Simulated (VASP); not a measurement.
A run of VASP 6.6.1:

File POSCAR:

```
LiCuOF
1.0
    2.7013480667      0.0000000000      0.0000000000
    0.0000000000      2.7013480667      0.0000000000
    0.0000000000      0.0000000000      4.9883930000
Li Cu O F
1 1 1 1
Direct
    0.5000000000      0.5000000000      0.5000000000
    0.0000000000      0.0000000000      0.0000000000
    0.5000000000      0.5000000000      0.0000000000
    0.0000000000      0.0000000000      0.5000000000
```

The input INCAR.step1:

```
SYSTEM = LiCuOF
PREC = Accurate
ENCUT = 520
ISMEAR = 1
SIGMA = 0.02
LREAL = .FALSE.
LASPH = .TRUE.
NELM = 80
NBANDS = 22
GGA = PE
ALGO = Normal
EDIFF = 1E-4
LWAVE = .TRUE.
LCHARG = .FALSE.
```

The input INCAR.step2:

```
SYSTEM = LiCuOF
PREC = Accurate
ENCUT = 520
EDIFF = 1E-6
ISMEAR = 1
SIGMA = 0.02
LREAL = .FALSE.
LASPH = .TRUE.
NELM = 80
ALGO = Normal
ISIF = 2
LWAVE = .FALSE.
LCHARG = .FALSE.
METAGGA = R2SCAN
LMIXTAU = .TRUE.
NBANDS = 22
ISTART = 1
```

KPOINTS

```
Automatic mesh
0
G
  12 12 7
  0 0 0
```

Potentials or basis: VASP PAW PBE potentials, release 64 (Li_sv, Cu, O, F).

The run is started by

```bash
$ cat potpaw_PBE.64/Li_sv/POTCAR potpaw_PBE.64/Cu/POTCAR potpaw_PBE.64/O/POTCAR potpaw_PBE.64/F/POTCAR > POTCAR
$ cp INCAR.step1 INCAR
$ mpirun -np 1 vasp_std > vasp.out
$ cp INCAR.step2 INCAR
$ mpirun -np 1 vasp_std > vasp.out
```

Hardware: 1 thread of AMD EPYC 7R43 64-Core Processor (Zen 3), with other jobs on the host.

**Question.** How long does it take, and how much memory?

**Answer.** It took 4.4 min on 1 thread of AMD EPYC 7R43 64-Core Processor (Zen 3), with other jobs on the host, peak memory 0.19 GiB. Counts: k points 112.
